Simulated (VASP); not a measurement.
# Mg2Si (Fm-3m) in VASP: notebook, part 2 of 2

VASP 6.6.1. The steps go on from the part before.

### Step 4. Single point, r2SCAN

This run uses another cell than the first one, of 21.22 Å³/atom.

Input file POSCAR:

```
Mg2Si
1.0
    0.0000000000      3.1689705496      3.1689705496
    3.1689705496      0.0000000000      3.1689705496
    3.1689705496      3.1689705496      0.0000000000
Mg Si
2 1
Direct
    0.2500000000      0.2500000000      0.2500000000
    0.7500000000      0.7500000000      0.7500000000
    0.0000000000      0.0000000000      0.0000000000
```

Input file INCAR.step1:

```
SYSTEM = Mg2Si
  ALGO = Normal
  EDIFF = 1E-5
  ENCUT = 660
  GGA = PE
  GGA_COMPAT = .FALSE.
  ISMEAR = 0
  LASPH = .TRUE.
  LCHARG = .FALSE.
  LREAL = .FALSE.
  LWAVE = .TRUE.
  NBANDS = 11
  NELM = 120
  PREC = Accurate
  SIGMA = 0.01
```

Input file INCAR.step2:

```
SYSTEM = Mg2Si
  ALGO = Normal
  EDIFF = 1E-6
  ENCUT = 660
  GGA_COMPAT = .FALSE.
  ISIF = 2
  ISMEAR = 0
  ISTART = 1
  LASPH = .TRUE.
  LCHARG = .TRUE.
  LELF = .TRUE.
  LMIXTAU = .TRUE.
  LREAL = .FALSE.
  LVHAR = .TRUE.
  LWAVE = .FALSE.
  METAGGA = R2SCAN
  NBANDS = 11
  NELM = 120
  PREC = Accurate
  SIGMA = 0.01
```

Input file KPOINTS:

```
k-points
0
G
  6 6 6
  0 0 0
```

Started as:

```console
$ cat potpaw_PBE.64/Mg/POTCAR potpaw_PBE.64/Si/POTCAR > POTCAR
$ cp INCAR.step1 INCAR
$ mpirun -np 1 vasp_std > vasp.out
$ cp INCAR.step2 INCAR
$ mpirun -np 1 vasp_std > vasp.out
```

Run time: 2.2 min. Hardware: 1 thread of Intel Xeon 8259CL, shared host; peak memory 0.26 GiB.

The run converged. Its results:

- Free energy: -17.6694 eV
- Pressure: -0.3 GPa
- Band gap on the k mesh: 0.44 eV (least direct gap 2.48 eV)

Levels at points of the mesh, in eV from the valence-band top:
| k point | band 1 | band 2 | band 3 | band 4 | band 5 | band 6 | band 7 | band 8 | band 9 |
| --- | --- | --- | --- | --- | --- | --- | --- | --- | --- |
| (0.00, 0.00, 0.00) | -9.54 | 0.00 | 0.00 | 0.00 | 2.50 | 2.84 | 2.84 | 2.84 | 5.96 |
| (0.50, 0.00, 0.00) | -8.04 | -4.92 | -0.74 | -0.74 | 1.74 | 2.82 | 2.82 | 5.63 | 8.52 |
| (0.50, 0.50, 0.00) | -7.46 | -4.56 | -2.04 | -2.04 | 0.44 | 0.75 | 8.69 | 8.69 | 9.01 |

Caveat: semilocal functionals underestimate gaps, and a narrow one can read as zero; the PAW data sets were made with another functional, which shifts forces and pressure a little. A k mesh can miss the band edges.

### Step 5. Single point, r2SCAN (21.85 Å³/atom)

This run uses another cell than the first one, of 21.85 Å³/atom.

Input file POSCAR:

```
Mg2Si
1.0
    0.0000000000      3.2003485363      3.2003485363
    3.2003485363      0.0000000000      3.2003485363
    3.2003485363      3.2003485363      0.0000000000
Mg Si
2 1
Direct
    0.2500000000      0.2500000000      0.2500000000
    0.7500000000      0.7500000000      0.7500000000
    0.0000000000      0.0000000000      0.0000000000
```

Input file INCAR.step1:

```
SYSTEM = Mg2Si
PREC = Accurate
ENCUT = 660
ISMEAR = 0
SIGMA = 0.01
LREAL = .False.
LASPH = .True.
NELM = 120
NBANDS = 11
GGA = PE
ALGO = Normal
EDIFF = 1E-5
LWAVE = .True.
LCHARG = .False.
GGA_COMPAT = .False.
```

Input file INCAR.step2:

```
SYSTEM = Mg2Si
PREC = Accurate
ENCUT = 660
EDIFF = 1E-6
ISMEAR = 0
SIGMA = 0.01
LREAL = .False.
LASPH = .True.
NELM = 120
ALGO = Normal
ISIF = 2
LWAVE = .False.
LCHARG = .False.
METAGGA = R2SCAN
LMIXTAU = .True.
NBANDS = 11
ISTART = 1
GGA_COMPAT = .False.
```

Input file KPOINTS:

```
Automatic mesh
0
Gamma
  6 6 6
  0 0 0
```

Started as:

```console
$ cat potpaw_PBE.64/Mg/POTCAR potpaw_PBE.64/Si/POTCAR > POTCAR
$ cp INCAR.step1 INCAR
$ mpirun -np 1 vasp_std > vasp.out
$ cp INCAR.step2 INCAR
$ mpirun -np 1 vasp_std > vasp.out
```

Run time: 2.2 min. Hardware: 1 thread of Intel Xeon 8259CL, shared host; peak memory 0.26 GiB.

It converged, with:

```yaml
Free_energy: -17.6561 eV
Pressure: -1.9 GPa
Band_gap_on_the_k_mesh: 0.48 eV (least direct gap 2.31 eV)
```

Levels at points of the mesh, in eV from the valence-band top:
```csv
k point,band 1,band 2,band 3,band 4,band 5,band 6,band 7,band 8
"(0.00, 0.00, 0.00)",-9.41,0.00,0.00,0.00,2.31,2.79,2.79,2.79
"(0.50, 0.00, 0.00)",-7.97,-4.82,-0.73,-0.73,1.62,2.80,2.80,5.55
"(0.50, 0.50, 0.00)",-7.40,-4.49,-2.00,-2.00,0.48,0.70,8.50,8.50
```

Caveat: semilocal functionals underestimate gaps, and a narrow one can read as zero; the PAW data sets were made with another functional, which shifts forces and pressure a little.

### Step 6. Single point, PBE

This run uses another cell than the first one, of 21.22 Å³/atom.

Input file INCAR:

```
  PREC = Accurate
  ENCUT = 600
  EDIFF = 1E-6
  ISMEAR = 0
  SIGMA = 0.01
  LREAL = F
  LASPH = T
  NELM = 120
  ALGO = Normal
  ISIF = 2
  LWAVE = F
  LCHARG = F
  GGA = PE
  NBANDS = 11
  GGA_COMPAT = F
```

Input file KPOINTS:

```
regular mesh
0
Gamma
  8 8 8
```

Input file POSCAR:

```
Mg2Si
1.0
    0.0000000000      3.1689705496      3.1689705496
    3.1689705496      0.0000000000      3.1689705496
    3.1689705496      3.1689705496      0.0000000000
Mg Si
2 1
Direct
    0.2500000000      0.2500000000      0.2500000000
    0.7500000000      0.7500000000      0.7500000000
    0.0000000000      0.0000000000      0.0000000000
```

Potentials or basis: VASP PAW PBE potentials, release 64 (Mg, Si).

Started as:

```console
$ cat potpaw_PBE.64/Mg/POTCAR potpaw_PBE.64/Si/POTCAR > POTCAR
$ mpirun -np 1 vasp_std > vasp.out
```

Wall time 42 s (1 thread of Intel Xeon 8259CL, shared host); peak memory 0.21 GiB.

Results (log left out):

```
Free energy            : -8.9130 eV
Pressure               : 0.6 GPa
Band gap on the k mesh : 0.20 eV (least direct gap 1.91 eV)
```

Levels at points of the mesh, in eV from the valence-band top:
| k point | band 1 | band 2 | band 3 | band 4 | band 5 | band 6 | band 7 | band 8 | band 9 |
| --- | --- | --- | --- | --- | --- | --- | --- | --- | --- |
| (0.00, 0.00, 0.00) | -9.14 | 0.00 | 0.00 | 0.00 | 1.91 | 2.58 | 2.58 | 2.58 | 5.65 |
| (0.50, 0.00, 0.00) | -7.70 | -4.77 | -0.70 | -0.70 | 1.29 | 2.56 | 2.56 | 5.03 | 8.01 |
| (0.50, 0.50, 0.00) | -7.14 | -4.44 | -1.95 | -1.95 | 0.20 | 0.42 | 7.96 | 7.96 | 8.42 |

Caveat: semilocal functionals underestimate gaps, and a narrow one can read as zero.

### Step 7. Overview

| level | cell | k mesh | cutoff (eV) | gap on the mesh (eV) | pressure (GPa) |
| --- | --- | --- | --- | --- | --- |
| r2SCAN | a = 4.390 Å, angles 60.0°, 3 atoms | 6 × 6 × 6 | 660 | 0.37 | 3.8 |
| r2SCAN | a = 4.436 Å, angles 60.0°, 3 atoms | 6 × 6 × 6 | 660 | 0.41 | 1.6 |
| r2SCAN | a = 4.482 Å, angles 60.0°, 3 atoms | 6 × 6 × 6 | 660 | 0.44 | -0.3 |
| r2SCAN | a = 4.526 Å, angles 60.0°, 3 atoms | 6 × 6 × 6 | 660 | 0.48 | -1.9 |
| PBE | a = 4.482 Å, angles 60.0°, 3 atoms | 8 × 8 × 8 | 600 | 0.20 | 0.6 |

Alike in all rows: task single point; potentials or basis VASP PAW PBE potentials, release 64 (Mg, Si); no spin polarisation; smearing gaussian 0.01 eV.

Caveats: semilocal functionals underestimate gaps, and a narrow one can read as zero; the PAW data sets were made with another functional, which shifts forces and pressure a little (at least some runs); the cell stands under pressure (at least some runs).

Absolute energies hang on the potentials; compare differences alone.
